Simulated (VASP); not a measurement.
# Al (P6_3/mmc) in VASP: a series of runs

Runs on Al. Level: PBEsol. Tasks: relaxation of cell and atoms.

Program: VASP 6.6.1. These are calculated values, not measurements. Logs are shortened: lines on timing, memory, paths and dates and some standing lists are left out, and cuts for length are marked.

## Step 1: The cell of the first run

The structure is hexagonal, space group P6_3/mmc (No. 194). Conventional cell: a = 2.827 Å, b = 2.827 Å, c = 9.186 Å, α = 90.00°, β = 90.00°, γ = 120.00°. Within 3.7 Å of Al (site symmetry -3m) lie 12 Al at 2.82 to 2.83 Å. Al (site symmetry -6m2) has 12 Al at 2.82 to 2.83 Å within 3.7 Å.

## Step 2: Relaxation of cell and atoms, PBEsol

INCAR

```
PREC     = Accurate       # precision mode
ENCUT    = 600            # plane-wave cutoff, eV
EDIFF    = 1E-7           # SCF threshold, eV
ISMEAR   = 1              # smearing method
SIGMA    = 0.1            # smearing width, eV
LREAL    = False          # projectors in reciprocal space
LASPH    = True           # aspherical terms in the spheres
NELM     = 80             # most SCF steps
ALGO     = Normal         # electronic algorithm
ISIF     = 3              # what is computed and relaxed
LWAVE    = False          # write WAVECAR
LCHARG   = False          # write CHGCAR
GGA      = PS             # functional
IBRION   = 2              # ionic algorithm
NSW      = 60             # ionic steps
EDIFFG   = -0.01          # ionic threshold
```

KPOINTS

```
regular mesh
0
Gamma
  9 9 3
```

POSCAR

```
Al
1.0
    2.8270770000      0.0000000000      0.0000000000
   -1.4135385000      2.4483205005      0.0000000000
    0.0000000000      0.0000000000      9.1859930000
Al
4
Direct
    0.0000000000      0.0000000000      0.0000000000
    0.0000000000      0.0000000000      0.5000000000
    0.3333333333      0.6666666667      0.2500000000
    0.6666666667      0.3333333333      0.7500000000
```

Potentials or basis: VASP PAW PBE potentials, release 64 (Al).

Launch:

```bash
$ cat potpaw_PBE.64/Al/POTCAR > POTCAR
$ mpirun -np 1 vasp_std > vasp.out
```

OUTCAR:

```text
PREC = Accurate
   ENCUT = 600
   EDIFF = 1E-7
   ISMEAR = 1
   LREAL = False
   LASPH = True
   NELM = 80
   ISIF = 3
   GGA = PS
   IBRION = 2
   NSW = 60
   EDIFFG = -0.01

 ion  position               nearest neighbor table
   1  0.000  0.000  0.000-   3 2.82   4 2.82   4 2.82   3 2.82   4 2.82   3 2.82
   2  0.000  0.000  0.500-   3 2.82   4 2.82   4 2.82   3 2.82   4 2.82   3 2.82
   3  0.333  0.667  0.250-   1 2.82   2 2.82   1 2.82   2 2.82   1 2.82   2 2.82
   4  0.667  0.333  0.750-   1 2.82   2 2.82   1 2.82   2 2.82   1 2.82   2 2.82

  LATTYP: Found a hexagonal cell.
 ALAT       =     2.8270770000
 C/A-ratio  =     3.2492899910

  Lattice vectors:

 A1 = (   2.8270770000,   0.0000000000,   0.0000000000)
 A2 = (  -1.4135385000,   2.4483205005,   0.0000000000)
 A3 = (   0.0000000000,   0.0000000000,   9.1859930000)

Analysis of symmetry for initial positions (statically):
=====================================================================
 Subroutine PRICEL returns:
 Original cell was already a primitive cell.

 Routine SETGRP: Setting up the symmetry group for a
 hexagonal supercell.

 Subroutine GETGRP returns: Found 24 space group operations
 (whereof 12 operations were pure point group operations)
 out of a pool of 24 trial point group operations.

The static configuration has the point symmetry D_3d.
 The point group associated with its full space group is D_6h.

Analysis of symmetry for dynamics (positions and initial velocities):
=====================================================================
 Subroutine PRICEL returns:
 Original cell was already a primitive cell.

 Routine SETGRP: Setting up the symmetry group for a
 hexagonal supercell.

 Subroutine GETGRP returns: Found 24 space group operations
 (whereof 12 operations were pure point group operations)
 out of a pool of 24 trial point group operations.

The dynamic configuration has the point symmetry D_3d.
 The point group associated with its full space group is D_6h.

 Subroutine INISYM returns: Found 24 space group operations
 (whereof 12 operations are pure point group operations),
 and found     1 'primitive' translations

----------------------------------------------------------------------------------------

                                     Primitive cell

  volume of cell :      63.5817

  direct lattice vectors                    reciprocal lattice vectors
     2.827077000  0.000000000  0.000000000     0.353722237  0.204221629  0.000000000
    -1.413538500  2.448320500  0.000000000     0.000000000  0.408443257  0.000000000
     0.000000000  0.000000000  9.185993000     0.000000000  0.000000000  0.108861394

  length of vectors
     2.827077000  2.827077000  9.185993000     0.408443257  0.408443257  0.108861394

  position of ions in fractional coordinates (direct lattice)
     0.000000000  0.000000000  0.000000000
     0.000000000  0.000000000  0.500000000
     0.333333333  0.666666667  0.250000000
     0.666666667  0.333333333  0.750000000

  ion indices of the primitive-cell ions
   primitive index   ion index
                 1           1
                 2           2
                 3           3
                 4           4

----------------------------------------------------------------------------------------

 KPOINTS: regular mesh

Automatic generation of k-mesh.
 Grid dimensions read from file:
 generate k-points for:    9    9    3

 Generating k-lattice:

  Cartesian coordinates                     Fractional coordinates (reciprocal lattice)
     0.039302471  0.022691292  0.000000000     0.111111111  0.000000000  0.000000000
     0.000000000  0.045382584  0.000000000     0.000000000  0.111111111  0.000000000
     0.000000000  0.000000000  0.036287131     0.000000000  0.000000000  0.333333333

  Length of vectors
     0.045382584  0.045382584  0.036287131

  Shift w.r.t. Gamma in fractional coordinates (k-lattice)
     0.000000000  0.000000000  0.000000000

 Subroutine IBZKPT returns following result:
 ===========================================

 Found     24 irreducible k-points:

 Following reciprocal coordinates:
            Coordinates               Weight
  0.000000  0.000000  0.000000      1.000000
  0.111111  0.000000  0.000000      6.000000
  0.222222  0.000000  0.000000      6.000000
  0.333333  0.000000  0.000000      6.000000
  0.444444  0.000000  0.000000      6.000000
  0.111111  0.111111  0.000000      6.000000
[... 16 lines left out ...]
  0.333333  0.222222  0.333333     24.000000
  0.333333  0.333333  0.333333      4.000000
   k-points           NKPTS =     24   k-points in BZ     NKDIM =     24   number of bands    NBANDS=     10
   number of dos      NEDOS =    301   number of ions     NIONS =      4
   total plane-waves  NPLWV =  46080
   dimension x,y,z NGX =    24 NGY =   24 NGZ =   80
   dimension x,y,z NGXF=    48 NGYF=   48 NGZF=  160
   ions per type =               4
   NGX,Y,Z   is equivalent  to a cutoff of  14.11, 14.11, 14.48 a.u.
   NGXF,Y,Z  is equivalent  to a cutoff of  28.23, 28.23, 28.96 a.u.
 SYSTEM =  unknown system
   PREC   = accura    normal or accurate (medium, high low for compatibility)
   ISTART =      0    job   : 0-new  1-cont  2-samecut
   ICHARG =      2    charge: 1-file 2-atom 10-const
   ISPIN  =      1    spin polarized calculation?
   LNONCOLLINEAR =      F non collinear calculations
   LSORBIT =      F    spin-orbit coupling
   LASPH  =      T    aspherical Exc in radial PAW
   ENCUT  =  600.0 eV  44.10 Ry    6.64 a.u.   5.65  5.65 18.35*2*pi/ulx,y,z
   NELM   =     80;   NELMIN=  2; NELMDL= -5     # of ELM steps
   EDIFF  = 0.1E-06   stopping-criterion for ELM
   LREAL  =      F    real-space projection
   EDIFFG = -.1E-01   stopping-criterion for IOM
   NSW    =     60    number of steps for IOM
   IBRION =      2    ionic relax: 0-MD 1-quasi-New 2-CG
   NFREE  =      1    steps in history (QN), initial steepest desc. (CG)
   ISIF   =      3    stress and relaxation
   ISYM   =      2    0-nonsym 1-usesym 2-fastsym
   POTIM  = 0.5000    time-step for ionic-motion
   TEBEG  =    0.0;   TEEND  =   0.0 temperature during run
   PSTRESS=    0.0 pullay stress
   NELECT =      12.0000    total number of electrons
   NUPDOWN=      -1.0000    fix difference up-down
   EMIN   =  10.00;   EMAX   =-10.00  energy-range for DOS
   EFERMI =   0.00;   METHOD = LEGACY
   ISMEAR =     1;   SIGMA  =   0.10  broadening in eV -4-tet -1-fermi 0-gaus
   EFERMI_NEDOS =   21; number of points for ismear=-14 and -15
   IALGO  =     38    algorithm
   IMIX   =      4    mixing-type and parameters
     AMIX     =   0.40;   BMIX     =  1.00
     AMIX_MAG =   1.60;   BMIX_MAG =  1.00
  volume/ion in A,a.u.               =      15.90       107.27
  Fermi-wavevector in a.u.,A,eV,Ry     =   0.939055  1.774558 11.997960  0.881825
  Thomas-Fermi vector in A             =   2.066329
   LORBIT       =      0    0 simple, 1 ext, 2 COOP (PROOUT), +10 PAW based schemes
   GGA     = PS    functional components
   LHFCALC =     F    Hartree Fock is set to
   AEXX    =    0.0000 exact exchange contribution
   IVDW    =     0    specifies the selected vdW correction
   LEPSILON=     F    determine dielectric tensor
   LRPA    =     F    only Hartree local field effects (RPA)
 conjugate gradient relaxation of ions
 non-spin polarized calculation
 Methfessel and Paxton  Order N= 1 SIGMA  =   0.10
  energy-cutoff  :      600.00
  volume of cell :       63.58
 maximum number of plane-waves:      2140
 NGX is ok and might be reduce to    24
   NGX = 11   NGY = 11   NGZ = 37

--------------------------------------- Ionic step        1  -------------------------------------------

 number of electron      12.0000000 magnetization

 Free energy of the ion-electron system (eV)
  ---------------------------------------------------
  ext. energy  EPLUGINS =         0.00000000
  ---------------------------------------------------
  free energy    TOTEN  =       -16.29030537 eV

  energy without entropy =      -16.28816114  energy(sigma->0) =      -16.28959063

------------------------ aborting loop because EDIFF is reached ----------------------------------------

  FORCE on cell =-STRESS in cart. coord.  units (eV):
  Direction    XX          YY          ZZ          XY          YZ          ZX
  --------------------------------------------------------------------------------------
  -------------------------------------------------------------------------------------
  Total        0.1300358      0.1300358      1.6280528      0.0000000     -0.0000000      0.0000000
  in kB        3.2767351      3.2767351     41.0248547      0.0000000     -0.0000000      0.0000000
  external PRESSURE =      15.8594416 kB  Pullay stress =       0.0000000 kB

 VOLUME and BASIS-vectors are now :
 -----------------------------------------------------------------------------
  energy-cutoff  :      600.00
  volume of cell :       63.58
      direct lattice vectors                 reciprocal lattice vectors
     2.827077000  0.000000000  0.000000000     0.353722237  0.204221629  0.000000000
    -1.413538500  2.448320500  0.000000000     0.000000000  0.408443257  0.000000000
     0.000000000  0.000000000  9.185993000     0.000000000  0.000000000  0.108861394
[... 115 lines left out ...]
 POSITION                                       TOTAL-FORCE (eV/Angst)
 -----------------------------------------------------------------------------------
      0.00000     -0.00000      0.00000         0.000000      0.000000     -0.000000
      0.00000     -0.00000      4.69301         0.000000      0.000000     -0.000000
     -0.00000      1.63505      2.34650         0.000000      0.000000      0.000000
      1.41600      0.81753      7.03951        -0.000000     -0.000000     -0.000000
 -----------------------------------------------------------------------------------
    total drift:                               -0.000000      0.000000      0.000000

  FREE ENERGIE OF THE ION-ELECTRON SYSTEM (eV)
  ---------------------------------------------------
  free  energy   TOTEN  =       -16.3085845911 eV

  energy  without entropy=      -16.3053520851  energy(sigma->0) =      -16.30750709

--------------------------------------- Ionic step        5  -------------------------------------------

 number of electron      12.0000000 magnetization

 Free energy of the ion-electron system (eV)
  ---------------------------------------------------
  ext. energy  EPLUGINS =         0.00000000
  ---------------------------------------------------
  free energy    TOTEN  =       -16.30909896 eV

  energy without entropy =      -16.30644822  energy(sigma->0) =      -16.30821538

 E-fermi :   8.0373     XC(G=0): -10.3178

 val. band max:        8.0021328945   @ k =   0.3333   0.0000   0.3333
 cond. band min:       8.0664431821   @ k =   0.3333   0.2222   0.3333
 fundamental gap:      0.0643102876
 Fermi energy:         8.0372637839

 k-point     1 :       0.0000    0.0000    0.0000
  band No.  band energies     occupation
      1      -3.1234      2.00000
      2      -1.4581      2.00000
      3      -1.4570      2.00000
      4       3.3646      2.00000
      5       3.4952      2.00000
      6      11.2416      0.00000
      7      11.2507      0.00000
      8      19.1897      0.00000
      9      19.1897      0.00000
     10      19.3326      0.00000

 k-point     2 :       0.1111    0.0000    0.0000
  band No.  band energies     occupation
      1      -2.8184      2.00000
      2      -1.1568      2.00000
      3      -1.1555      2.00000
      4       3.6476      2.00000
      5       3.7926      2.00000
      6      11.4838      0.00000
      7      11.5045      0.00000
      8      15.4550      0.00000
      9      16.7933      0.00000
     10      16.8914      0.00000
[... 306 lines left out ...]
 POSITION                                       TOTAL-FORCE (eV/Angst)
 -----------------------------------------------------------------------------------
      0.00000     -0.00000      9.39715        -0.000000      0.000000      0.000000
      0.00000     -0.00000      4.69858        -0.000000      0.000000      0.000000
     -0.00000      1.63067      2.34929         0.000000      0.000000      0.000000
      1.41220      0.81534      7.04787         0.000000     -0.000000     -0.000000
 -----------------------------------------------------------------------------------
    total drift:                               -0.000000      0.000000      0.000000

  FREE ENERGIE OF THE ION-ELECTRON SYSTEM (eV)
  ---------------------------------------------------
  free  energy   TOTEN  =       -16.3090989586 eV

  energy  without entropy=      -16.3064482246  energy(sigma->0) =      -16.30821538

 reached required accuracy - stopping structural energy minimisation
```

Wall time 1.7 min (1 thread of AMD EPYC 7R13, shared host); peak memory 0.17 GiB.

What came out:

```yaml
Free_energy: -16.3091 eV
Relaxed_volume: 16.23 Å³/atom
Relaxed_cell: a = 2.824 Å, b = 2.824 Å, c = 9.397 Å, α = 90.00°, β = 90.00°, γ = 120.00°
Space_group_after_relaxing_to_0.05_Å: P6_3/mmc (No. 194)
Energy_gained_by_relaxing: 4.7 meV/atom
Ionic_steps: 5
Pressure_after_relaxing: 0.0 GPa
Band_gap_on_the_k_mesh: zero (band 6 reaches 11.84 eV, above the bottom of band 7 at 6.82 eV)
```

Stress tensor (GPa, compression positive):
```
 0.10  0.00  0.00
 0.00  0.10  0.00
 0.00  0.00 -0.07
```

Step by step:
```
step  energy change (eV)  largest force (eV/Å)  pressure (GPa)  volume (Å³)
   1              0.0000                0.0000            1.59        63.58
   2             -0.0181                0.0000           -0.13        65.03
   3             -0.0183                0.0000           -0.36        65.23
   4             -0.0183                0.0000           -0.32        65.19
   5             -0.0188                0.0000            0.04        64.92
```

Final structure:
```cif
data_structure
_symmetry_space_group_name_H-M 'P 1'
_symmetry_Int_Tables_number 1
_cell_length_a 2.8244
_cell_length_b 2.8244
_cell_length_c 9.3972
_cell_angle_alpha 90.000
_cell_angle_beta 90.000
_cell_angle_gamma 120.000
_cell_volume 64.92
loop_
_atom_site_label
_atom_site_type_symbol
_atom_site_fract_x
_atom_site_fract_y
_atom_site_fract_z
_atom_site_occupancy
Al1 Al 0.00000 0.00000 0.00000 1
Al2 Al 0.00000 0.00000 0.50000 1
Al3 Al 0.33333 0.66667 0.25000 1
Al4 Al 0.66667 0.33333 0.75000 1
```

Levels at points of the mesh, in eV from the Fermi level:
| k point | band 2 | band 3 | band 4 | band 5 | band 6 | band 7 | band 8 | band 9 |
| --- | --- | --- | --- | --- | --- | --- | --- | --- |
| (0.00, 0.00, 0.00) | -9.50 | -9.49 | -4.67 | -4.54 | 3.20 | 3.21 | 11.15 | 11.15 |

Caveat: the PAW data sets were made with another functional, which shifts forces and pressure a little.

## Step 3: Relaxation of cell and atoms, PBEsol, target pressure 2 GPa, at which the enthalpy is minimised

INCAR

```
ALGO     = Normal         # electronic algorithm
EDIFF    = 1E-6           # SCF threshold, eV
EDIFFG   = -0.01          # ionic threshold
ENCUT    = 600            # plane-wave cutoff, eV
GGA      = PS             # functional
IBRION   = 2              # ionic algorithm
ISIF     = 3              # what is computed and relaxed
ISMEAR   = 1              # smearing method
LASPH    = T              # aspherical terms in the spheres
LCHARG   = F              # write CHGCAR
LREAL    = F              # projectors in reciprocal space
LWAVE    = F              # write WAVECAR
NELM     = 80             # most SCF steps
NSW      = 60             # ionic steps
PREC     = Accurate       # precision mode
PSTRESS  = 20.0         
SIGMA    = 0.1            # smearing width, eV
```

KPOINTS

```
k-points
0
Gamma
  9 9 3
```

POSCAR is that of step 2.

Potentials or basis: VASP PAW PBE potentials, release 64 (Al).

Launch:

```bash
$ cat potpaw_PBE.64/Al/POTCAR > POTCAR
$ mpirun -np 1 vasp_std > vasp.out
```

Wall time 86 s (1 thread of AMD EPYC 7R13, shared host); peak memory 0.17 GiB.

The run converged. Its results:

```yaml
Free_energy: -16.3000 eV
Relaxed_volume: 15.86 Å³/atom
Relaxed_cell: a = 2.805 Å, b = 2.805 Å, c = 9.312 Å, α = 90.00°, β = 90.00°, γ = 120.00°
Space_group_after_relaxing_to_0.05_Å: P6_3/mmc (No. 194)
Energy_change_on_relaxing_the_enthalpy_is_what_falls: -2.4 meV/atom
Ionic_steps: 6
Pressure_after_relaxing: 2.0 GPa
Band_gap_on_the_k_mesh: zero (band 6 reaches 12.15 eV, above the bottom of band 7 at 7.05 eV)
```

Step by step:
| step | energy change (eV) | largest force (eV/Å) | pressure (GPa) | volume (Å³) |
| --- | --- | --- | --- | --- |
| 1 | 0.0000 | 0.0000 | 1.59 | 63.58 |
| 2 | -0.0059 | 0.0000 | 2.32 | 63.20 |
| 3 | -0.0055 | 0.0000 | 2.42 | 63.15 |
| 4 | -0.0056 | 0.0000 | 2.40 | 63.16 |
| 5 | -0.0104 | 0.0000 | 1.92 | 63.51 |
| 6 | -0.0097 | 0.0000 | 2.00 | 63.45 |

Final structure:
```
CELL_PARAMETERS angstrom
2.80511 0.00000 0.00000
-1.40256 2.42930 0.00000
0.00000 0.00000 9.31167
ATOMIC_POSITIONS crystal
Al 0.00000 0.00000 0.00000
Al 0.00000 0.00000 0.50000
Al 0.33333 0.66667 0.25000
Al 0.66667 0.33333 0.75000
```

Levels at points of the mesh, in eV from the Fermi level:
```csv
k point,band 1,band 2,band 3,band 4,band 5,band 6,band 7,band 8,band 9,band 10
"(0.00, 0.00, 0.00)",-11.32,-9.63,-9.62,-4.75,-4.55,3.29,3.30,11.30,11.30,11.42
```

Caveat: the cell is relaxed towards a set pressure, so the enthalpy falls and the energy may rise; the PAW data sets were made with another functional, which shifts forces and pressure a little.

(Part 1 of 2 ends here.)
